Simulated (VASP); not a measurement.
# CdS (Hawleyite) (I-4m2) in VASP: a series of runs

Runs on CdS (Hawleyite). Level: r2SCAN. Tasks: single point.

Program: VASP 6.6.1. These are calculated values, not measurements. Logs are shortened: lines on timing, memory, paths and dates and some standing lists are left out, and cuts for length are marked.

### 1 The cell of the first run

The structure is tetragonal, space group I-4m2 (No. 119). The conventional cell has a = 4.136 Å, b = 4.136 Å, c = 5.920 Å, α = 90.00°, β = 90.00°, γ = 90.00°. Within 3.4 Å of Cd (site symmetry -4m2) lie 4 S at 2.54 Å. S (site symmetry -4m2) has 4 Cd at 2.54 Å within 3.4 Å.

### 2 Single point, r2SCAN (in-plane strain -0.005, then relaxed in part)

Input file POSCAR:

```
CdS
1.0
    2.9245778630      2.9245778630      0.0000000000
   -2.9245778630      2.9245778630      0.0000000000
    0.0000000000      2.9245778630      2.9600898692
Cd S
1 1
Direct
    0.0000000000      0.0000000000      0.0000000000
    0.7500000000      0.2500000000      0.5000000000
```

Input file INCAR.step1:

```
PREC = Accurate
ENCUT = 520
ISMEAR = 0
SIGMA = 0.01
LREAL = F
LASPH = T
NELM = 100
NBANDS = 16
GGA = PE
ALGO = Normal
EDIFF = 1E-4
LWAVE = T
LCHARG = F
```

Input file INCAR.step2:

```
PREC = Accurate
ENCUT = 520
EDIFF = 1E-7
ISMEAR = 0
SIGMA = 0.01
LREAL = F
LASPH = T
NELM = 100
ALGO = Normal
ISIF = 2
LWAVE = F
LCHARG = F
METAGGA = R2SCAN
LMIXTAU = T
NBANDS = 16
ISTART = 1
```

Input file KPOINTS:

```
Automatic mesh
0
Gamma
  8 8 8
```

Potentials or basis: VASP PAW PBE potentials, release 64 (Cd, S).

Started as:

```bash
$ cat potpaw_PBE.64/Cd/POTCAR potpaw_PBE.64/S/POTCAR > POTCAR
$ cp INCAR.step1 INCAR
$ mpirun -np 1 vasp_std > vasp.out
$ cp INCAR.step2 INCAR
$ mpirun -np 1 vasp_std > vasp.out
```

OUTCAR:

```text
PREC = Accurate
   ENCUT = 520
   EDIFF = 1E-7
   ISMEAR = 0
   LREAL = F
   LASPH = T
   NELM = 100
   ISIF = 2
   METAGGA = R2SCAN
   ISTART = 1

 ion  position               nearest neighbor table
   1  0.000  0.000  0.000-   2 2.54   2 2.54   2 2.54   2 2.54
   2  0.750  0.250  0.500-   1 2.54   1 2.54   1 2.54   1 2.54

  LATTYP: Found a body centered tetragonal cell.
 ALAT       =     4.1359776781
 C/A-ratio  =     1.4313858051

  Lattice vectors:

 A1 = (   2.9245778630,   0.0000000000,  -2.9600898692)
 A2 = (  -2.9245778630,   0.0000000000,  -2.9600898692)
 A3 = (   0.0000000000,   2.9245778630,   2.9600898692)

Analysis of symmetry for initial positions (statically):
=====================================================================
 Subroutine PRICEL returns:
 Original cell was already a primitive cell.

 Routine SETGRP: Setting up the symmetry group for a
 body centered tetragonal supercell.

 Subroutine GETGRP returns: Found  8 space group operations
 (whereof  8 operations were pure point group operations)
 out of a pool of 16 trial point group operations.

The static configuration has the point symmetry D_2d.

Analysis of symmetry for dynamics (positions and initial velocities):
=====================================================================
 Subroutine PRICEL returns:
 Original cell was already a primitive cell.

 Routine SETGRP: Setting up the symmetry group for a
 body centered tetragonal supercell.

 Subroutine GETGRP returns: Found  8 space group operations
 (whereof  8 operations were pure point group operations)
 out of a pool of 16 trial point group operations.

The dynamic configuration has the point symmetry D_2d.

 Subroutine INISYM returns: Found  8 space group operations
 (whereof  8 operations are pure point group operations),
 and found     1 'primitive' translations

----------------------------------------------------------------------------------------

                                     Primitive cell

  volume of cell :      50.6362

  direct lattice vectors                    reciprocal lattice vectors
     2.924577863  2.924577863  0.000000000     0.170964845  0.170964845 -0.168913790
    -2.924577863  2.924577863  0.000000000    -0.170964845  0.170964845 -0.168913790
     0.000000000  2.924577863  2.960089869     0.000000000  0.000000000  0.337827581

  length of vectors
     4.135977678  4.135977678  4.161164225     0.294940375  0.294940375  0.337827581

  position of ions in fractional coordinates (direct lattice)
[... 79 lines left out ...]
   EDIFF  = 0.1E-06   stopping-criterion for ELM
   LREAL  =      F    real-space projection
   EDIFFG = 0.1E-05   stopping-criterion for IOM
   NSW    =      0    number of steps for IOM
   IBRION =     -1    ionic relax: 0-MD 1-quasi-New 2-CG
   NFREE  =      0    steps in history (QN), initial steepest desc. (CG)
   ISIF   =      2    stress and relaxation
   ISYM   =      2    0-nonsym 1-usesym 2-fastsym
   POTIM  = 0.5000    time-step for ionic-motion
   TEBEG  =    0.0;   TEEND  =   0.0 temperature during run
   PSTRESS=    0.0 pullay stress
   NELECT =      18.0000    total number of electrons
   NUPDOWN=      -1.0000    fix difference up-down
   EMIN   =  10.00;   EMAX   =-10.00  energy-range for DOS
   EFERMI =   0.00;   METHOD = LEGACY
   ISMEAR =     0;   SIGMA  =   0.01  broadening in eV -4-tet -1-fermi 0-gaus
   EFERMI_NEDOS =   21; number of points for ismear=-14 and -15
   IALGO  =     38    algorithm
   IMIX   =      4    mixing-type and parameters
     AMIX     =   0.40;   BMIX     =  1.00
     AMIX_MAG =   1.60;   BMIX_MAG =  1.00
  volume/ion in A,a.u.               =      25.32       170.86
  Fermi-wavevector in a.u.,A,eV,Ry     =   1.159699  2.191513 18.298496  1.344902
  Thomas-Fermi vector in A             =   2.296289
   LORBIT       =      0    0 simple, 1 ext, 2 COOP (PROOUT), +10 PAW based schemes
   METAGGA = R2SCAN    functional components
   LHFCALC =     F    Hartree Fock is set to
   AEXX    =    0.0000 exact exchange contribution
   IVDW    =     0    specifies the selected vdW correction
   LEPSILON=     F    determine dielectric tensor
   LRPA    =     F    only Hartree local field effects (RPA)
 non-spin polarized calculation
 Gauss-broadening in eV      SIGMA  =   0.01
  energy-cutoff  :      520.00
  volume of cell :       50.64
 maximum number of plane-waves:      1379
   NGX = 15   NGY = 15   NGZ = 15

 number of electron      18.0000005 magnetization

 Free energy of the ion-electron system (eV)
  ---------------------------------------------------
  ext. energy  EPLUGINS =         0.00000000
  ---------------------------------------------------
  free energy    TOTEN  =       -29.68530567 eV

  energy without entropy =      -29.68530567  energy(sigma->0) =      -29.68530567

 E-fermi :   0.9713     XC(G=0):  -9.6334

 val. band max:        0.8890109384   @ k =   0.0000   0.0000   0.0000
 cond. band min:       2.4215030634   @ k =   0.0000   0.0000   0.0000
 fundamental gap:      1.5324921249
 Fermi energy:         0.9712876052

 k-point     1 :       0.0000    0.0000    0.0000
  band No.  band energies     occupation
      1     -11.8719      2.00000
      2      -7.0237      2.00000
      3      -7.0163      2.00000
      4      -7.0163      2.00000
      5      -6.5362      2.00000
      6      -6.5325      2.00000
[... 433 lines left out ...]
      3      -6.9057      2.00000
      4      -6.6427      2.00000
      5      -6.5464      2.00000
      6      -6.4743      2.00000
[... 8 lines left out ...]
     15      13.0334      0.00000
     16      13.6451      0.00000

 [... further k-points ...]

------------------------ aborting loop because EDIFF is reached ----------------------------------------

  FORCE on cell =-STRESS in cart. coord.  units (eV):
  Direction    XX          YY          ZZ          XY          YZ          ZX
  --------------------------------------------------------------------------------------
  -------------------------------------------------------------------------------------
  Total        0.1700812      0.1700812      0.0991344      0.0000000      0.0000000      0.0000000
  in kB        5.3815296      5.3815296      3.1367046      0.0000000      0.0000000      0.0000000
  external PRESSURE =       4.6332546 kB  Pullay stress =       0.0000000 kB

 VOLUME and BASIS-vectors are now :
 -----------------------------------------------------------------------------
  energy-cutoff  :      520.00
  volume of cell :       50.64
      direct lattice vectors                 reciprocal lattice vectors
     2.924577863  2.924577863  0.000000000     0.170964845  0.170964845 -0.168913790
    -2.924577863  2.924577863  0.000000000    -0.170964845  0.170964845 -0.168913790
     0.000000000  2.924577863  2.960089869     0.000000000  0.000000000  0.337827581

 POSITION                                       TOTAL-FORCE (eV/Angst)
 -----------------------------------------------------------------------------------
      0.00000      0.00000      0.00000         0.000000     -0.000000      0.000000
      1.46229      4.38687      1.48004        -0.000000      0.000000      0.000000
 -----------------------------------------------------------------------------------
    total drift:                                0.000004     -0.000000      0.000000

  FREE ENERGIE OF THE ION-ELECTRON SYSTEM (eV)
  ---------------------------------------------------
  free  energy   TOTEN  =       -29.6853056712 eV

  energy  without entropy=      -29.6853056712  energy(sigma->0) =      -29.68530567
```

Wall time 65 s (1 thread of Intel Xeon 6975P-C (Granite Rapids), shared host); peak memory 0.21 GiB.

What came out:

```yaml
Free_energy: -29.6853 eV
Pressure: 0.5 GPa
Band_gap_on_the_k_mesh: 1.53 eV, direct
```

Caveat: the cell differs from its parent crystal (in-plane strain -0.005, then relaxed in part); the PAW data sets were made with another functional, which shifts forces and pressure a little.

### 3 Single point, r2SCAN (in-plane strain +0.005, then relaxed in part)

Input file POSCAR:

```
CdS
1.0
    2.9539706053      2.9539706053      0.0000000000
   -2.9539706053      2.9539706053      0.0000000000
    0.0000000000      2.9539706053      2.9164012155
Cd S
1 1
Direct
    0.0000000000      0.0000000000      0.0000000000
    0.7500000000      0.2500000000      0.5000000000
```

Edit INCAR.step1 of step 2 so:

```diff
@@ -6,3 +6,3 @@
 LASPH = T
-NELM = 100
+NELM = 60
 NBANDS = 16
```

Edit INCAR.step2 of step 2 so:

```diff
@@ -7,3 +7,3 @@
 LASPH = T
-NELM = 100
+NELM = 60
 ALGO = Normal
```

Input file KPOINTS:

```
regular mesh
0
Gamma
  8 8 8
```

Potentials or basis: VASP PAW PBE potentials, release 64 (Cd, S).

Started as:

```bash
$ cat potpaw_PBE.64/Cd/POTCAR potpaw_PBE.64/S/POTCAR > POTCAR
$ cp INCAR.step1 INCAR
$ mpirun -np 1 vasp_std > vasp.out
$ cp INCAR.step2 INCAR
$ mpirun -np 1 vasp_std > vasp.out
```

Run time: 60 s. Hardware: 1 thread of Intel Xeon 6975P-C (Granite Rapids), shared host; peak memory 0.21 GiB.

Results (log left out):

| Property | Result |
| --- | --- |
| Free energy | -29.6858 eV |
| Pressure | 0.1 GPa |
| Band gap on the k mesh | 1.51 eV, direct |

Stress tensor (GPa, compression positive):
```
0.07 0.00 0.00
0.00 0.07 0.00
0.00 0.00 0.30
```

Levels at points of the mesh, in eV from the valence-band top:
```tsv
k point	band 5	band 6	band 7	band 8	band 9	band 10	band 11	band 12	band 13	band 14
(0.00, 0.00, 0.00)	-7.43	-7.42	-0.04	-0.04	0.00	1.51	7.06	7.06	7.06	11.78
(0.50, 0.00, 0.00)	-7.39	-7.06	-4.33	-0.78	-0.73	3.41	7.40	7.51	7.80	11.46
(0.50, 0.50, 0.00)	-7.34	-7.01	-3.91	-1.85	-1.83	3.87	4.74	9.61	11.30	11.45
(0.00, 0.00, 0.50)	-7.34	-6.98	-3.84	-1.89	-1.89	3.83	4.62	9.74	11.34	11.34
```

Caveat: the cell differs from its parent crystal (in-plane strain +0.005, then relaxed in part); the PAW data sets were made with another functional, which shifts forces and pressure a little.
